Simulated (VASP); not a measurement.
Wanted: the native input for a VASP 6.6.1 run.

| Quantity | Value |
| --- | --- |
| Task | single point |
| Functional | PBE |
| Potentials or basis | VASP PAW PBE potentials, release 64 (Y_sv) |
| Cutoff | 520 eV |
| k mesh | 14 × 14 × 7 |
| Occupations | fermi-dirac, width 0.05 eV |
| Spin | no spin polarisation |
| Dipole correction | no |
| Further INCAR settings | ALGO = Normal; EDIFF = 1e-06; NBANDS = 18 |

The structure of Y lies in POSCAR:

```
Y
1.0
    3.1256247612      0.0000000000      0.0000000000
   -1.5628123806      2.7068704459      0.0000000000
    0.0000000000      0.0000000000      5.0543839094
Y
2
Direct
    0.3333333333      0.6666666667      0.2500000000
    0.6666666667      0.3333333333      0.7500000000
```

The input as run:

INCAR

```
  PREC = Accurate
  ENCUT = 520
  EDIFF = 1E-6
  ISMEAR = -1
  SIGMA = 0.05
  LREAL = F
  LASPH = T
  NELM = 60
  ALGO = Normal
  ISIF = 2
  LWAVE = F
  LCHARG = F
  GGA = PE
  NBANDS = 18
```

KPOINTS

```
Automatic mesh
0
Gamma
  14 14 7
```

Potentials or basis: VASP PAW PBE potentials, release 64 (Y_sv).

Command:

```sh
$ cat potpaw_PBE.64/Y_sv/POTCAR > POTCAR
$ mpirun -np 1 vasp_std > vasp.out
```

It gave:

```yaml
Pressure: 31.6 GPa
Band_gap_on_the_k_mesh: zero (bands 11 and 12 overlap by 2.51 eV)
```

Caveat: the cell stands under pressure.

Wall time 33 s on 1 thread of Intel(R) Xeon(R) Platinum 8488C (Sapphire Rapids) (shared host), peak memory 0.21 GiB.
